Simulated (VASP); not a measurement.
A run of VASP 6.6.1:

INCAR

```
  PREC = Accurate
  ENCUT = 520
  EDIFF = 1E-6
  ISMEAR = 0
  SIGMA = 0.1
  LREAL = F
  LASPH = T
  NELM = 100
  ALGO = Normal
  ISIF = 2
  LWAVE = F
  LCHARG = F
  GGA = PE
  NBANDS = 26
```

File KPOINTS:

```
regular mesh
0
Gamma
  6 6 6
```

POSCAR

```
CdS2O2
1.0
   -2.2610994640      2.2610994640      4.3709807449
    2.2610994640     -2.2610994640      4.3709807449
    2.2610994640      2.2610994640     -4.3709807449
Cd S O
1 2 2
Direct
    0.0000000000      0.0000000000      0.0000000000
    0.2500000000      0.7500000000      0.5000000000
    0.7500000000      0.2500000000      0.5000000000
    0.7588231607      0.7588231607      0.0000000000
    0.2411768393      0.2411768393      0.0000000000
```

Potentials or basis: VASP PAW PBE potentials, release 64 (Cd, S, O).

The run is started by

```sh
$ cat potpaw_PBE.64/Cd/POTCAR potpaw_PBE.64/S/POTCAR potpaw_PBE.64/O/POTCAR > POTCAR
$ mpirun -np 1 vasp_std > vasp.out
```

Hardware: 1 thread of Intel(R) Xeon(R) Platinum 8375C CPU @ 2.90GHz (Ice Lake) (shared host).

Question: How long does it take, and how much memory?

Answer: It took 56 s on 1 thread of Intel(R) Xeon(R) Platinum 8375C CPU @ 2.90GHz (Ice Lake), with other jobs on the host, peak memory 0.27 GiB. Counts: scf iterations 14, k points 30.
